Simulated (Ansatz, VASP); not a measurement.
SiC in VASP and in Ansatz

File POSCAR:

```
SiC
1.0
    3.0775550330      0.0000000000      0.0000000000
   -1.5387775165      2.6652408402      0.0000000000
    0.0000000000      0.0000000000     10.2782572418
Si C
4 4
Direct
    0.0000000000      0.0000000000      0.0002805253
    0.3333333333      0.6666666667      0.2502359660
    0.0000000000      0.0000000000      0.5002805253
    0.6666666667      0.3333333333      0.7502359660
    0.0000000000      0.0000000000      0.1869327560
    0.3333333333      0.6666666667      0.4375507527
    0.0000000000      0.0000000000      0.6869327560
    0.6666666667      0.3333333333      0.9375507527
```

The input INCAR.step1:

```
SYSTEM = SiC
PREC = Accurate ; ENCUT = 520
EDIFF = 1E-5 ; ISMEAR = 0
SIGMA = 0.01 ; LREAL = .False.
LASPH = .True. ; NELM = 100
ALGO = Normal ; ISIF = 2
LWAVE = .True. ; LCHARG = .False.
GGA = PE ; NBANDS = 26
```

INCAR.step2

```
SYSTEM = SiC
PREC = Accurate ; ENCUT = 520
EDIFF = 1E-6 ; ISMEAR = 0
SIGMA = 0.01 ; LREAL = .False.
LASPH = .True. ; NELM = 100
ALGO = Normal ; ISIF = 2
LWAVE = .False. ; LCHARG = .False.
GGA = PE ; LHFCALC = .True.
HFSCREEN = 0.2079 ; PRECFOCK = Fast
ISTART = 1 ; NBANDS = 26
```

The input KPOINTS:

```
regular mesh
0
Gamma
  6 6 2
  0 0 0
```

Input for Ansatz:

```yaml
crystal:
  lattice:
    - [3.077555033, 0.0, 0.0]
    - [-1.5387775165, 2.6652408402, 0.0]
    - [0.0, 0.0, 10.2782572418]
  atoms:
    - { symbol: Si, position: [0.0, 0.0, 0.0002805253] }
    - { symbol: Si, position: [0.3333333333, 0.6666666667, 0.250235966] }
    - { symbol: Si, position: [0.0, 0.0, 0.5002805253] }
    - { symbol: Si, position: [0.6666666667, 0.3333333333, 0.750235966] }
    - { symbol: C, position: [0.0, 0.0, 0.186932756] }
    - { symbol: C, position: [0.3333333333, 0.6666666667, 0.4375507527] }
    - { symbol: C, position: [0.0, 0.0, 0.686932756] }
    - { symbol: C, position: [0.6666666667, 0.3333333333, 0.9375507527] }
kpoints:
  mp_grid: { grid: [6, 6, 2] }
  band_path:
    path:
      - [0.0, 0.0, 0.0]
      - [0.5, 0.0, 0.0]
      - [0.3333333333, 0.3333333333, 0.0]
      - [0.0, 0.0, 0.5]
      - [0.5, 0.0, 0.5]
      - [0.3333333333, 0.3333333333, 0.5]
      - [0.0, 0.5, 0.0]
    npoints: 1
hamiltonian:
  xc: hse06
scf:
  occupations: { method: fixed }
  n_extra_bands: 6
output:
  forces: true
  stress: true
  eigenvalues: true
```

Change from the starting cell: uniaxial_z strain +2.0%.

Alike in both runs: task single point; functional HSE06; k mesh 6 × 6 × 2; no spin polarisation.

```csv
,VASP,Ansatz
version,VASP 6.6.1,Ansatz 0.2.0
potentials or method,"VASP PAW PBE potentials, release 64 (Si, C)","plane waves, PAW"
plane-wave cutoff (eV),520,420
occupations,"gaussian, width 0.01 eV",fixed
valence electrons in the cell,32,32
```

Ansatz gave:

* gap on the k mesh at the Fermi level (eV): 3.01
* pressure (GPa): -5.4
* traceless stress, the component that is largest in VASP (GPa): -6.88
* rms of the force components (eV/Å): 0.003

Problem. Which values does VASP return?

Solution. gap on the k mesh at the Fermi level (eV): 3.01; pressure (GPa): -5.8; traceless stress, the component that is largest in VASP (GPa): -6.89; rms of the force components (eV/Å): 0.003.

Atom by atom the forces differ by 0.001 eV/Å (rms over components). Ansatz's warnings: stress exchange threshold loose, stress scf threshold loose.
